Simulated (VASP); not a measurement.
Rb:

```xyz
1
Lattice="-2.8025 2.8025 2.8025 2.8025 -2.8025 2.8025 2.8025 2.8025 -2.8025" Properties=species:S:1:pos:R:3 pbc="T T T"
Rb    0.0000    0.0000    0.0000
```

```yaml
Program: VASP 6.6.1
Task: relaxation of cell and atoms
Functional: LDA
Potentials_or_basis: VASP PAW LDA potentials, release 64 (Rb_sv)
Cutoff: 600 eV
k_mesh: 7 × 7 × 7
Occupations: fermi-dirac, width 0.02 eV
Spin: no spin polarisation
```

At the start: pressure -0.4 GPa; volume 88.04 Å³/atom.

Q: How do energy, volume and symmetry change on relaxing?

A: Over 4 steps the energy falls by 13.4 meV/atom and the volume is 77.81 Å³/atom (-11.6 %); space group Im-3m (No. 229, to 0.05 Å).

The path:
| step | energy change (eV) | largest force (eV/Å) | pressure (GPa) | volume (Å³) |
| --- | --- | --- | --- | --- |
| 1 | 0.0000 | 0.0000 | -0.36 | 88.04 |
| 2 | -0.0053 | 0.0000 | -0.30 | 85.52 |
| 3 | -0.0128 | 0.0000 | -0.08 | 79.66 |
| 4 | -0.0134 | 0.0000 | -0.02 | 77.81 |

Final structure:
```xyz
1
Lattice="-2.6895 2.6895 2.6895 2.6895 -2.6895 2.6895 2.6895 2.6895 -2.6895" Properties=species:S:1:pos:R:3 pbc="T T T"
Rb    5.3789    0.0000    0.0000
```

Caveat: the volume moved by -12 % from the deposited cell, more than functionals usually miss.
